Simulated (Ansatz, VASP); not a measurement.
**One calculation of Cu, two programs**

The input INCAR:

```
ALGO     = Normal         # electronic algorithm
EDIFF    = 1E-6           # SCF threshold, eV
ENCUT    = 520            # plane-wave cutoff, eV
GGA      = PE             # functional
ISIF     = 2              # what is computed and relaxed
ISMEAR   = 0              # smearing method
LASPH    = T              # aspherical terms in the spheres
LCHARG   = F              # write CHGCAR
LREAL    = F              # projectors in reciprocal space
LWAVE    = F              # write WAVECAR
NBANDS   = 12             # bands
NELM     = 80             # most SCF steps
PREC     = Accurate       # precision mode
SIGMA    = 0.05           # smearing width, eV
```

Contents of KPOINTS:

```
k-points
0
Gamma
  10 10 10
```

The input POSCAR:

```
Cu
1.0
    0.0000000000      1.8154809675      1.8154809675
    1.8154809675      0.0000000000      1.8154809675
    1.8154809675      1.8154809675      0.0000000000
Cu
1
Direct
    0.0000000000      0.0000000000      0.0000000000
```

Input for Ansatz:

```yaml
crystal:
  lattice:
    - [0.0, 1.8154809675, 1.8154809675]
    - [1.8154809675, 0.0, 1.8154809675]
    - [1.8154809675, 1.8154809675, 0.0]
  atoms:
    - { symbol: Cu, position: [0.0, 0.0, 0.0] }
basis:
  ecutwfc: 420
  ecutrho_ratio: 4
kpoints:
  mp_grid: { grid: [10, 10, 10] }
hamiltonian:
  xc: pbe
scf:
  occupations: { method: gaussian, width: 0.05 }
output:
  forces: true
  stress: true
  eigenvalues: true
```

Alike in both runs: task single point; functional PBE; k mesh 10 × 10 × 10; occupations gaussian, width 0.05 eV; no spin polarisation.

```csv
,VASP,Ansatz
version,VASP 6.6.1,Ansatz 0.2.0
potentials or method,"VASP PAW PBE potentials, release 64 (Cu), cutoff 520 eV","scalar-relativistic, plane waves, PAW"
valence electrons in the cell,11,19
```

|  | VASP | Ansatz | Ansatz less VASP |
| --- | --- | --- | --- |
| gap on the k mesh at the Fermi level (eV) | none | none | - |
| pressure (GPa) | 0.7 | 0.1 | -0.61 |

A gap of «none» marks a metal or a gap that the smearing closes. With one functional, cell and mesh, what is left measures potentials, basis and numerics. VASP's potentials hold 11 valence electrons a cell and Ansatz's 19, so a difference there can come from the potentials and not from the codes.
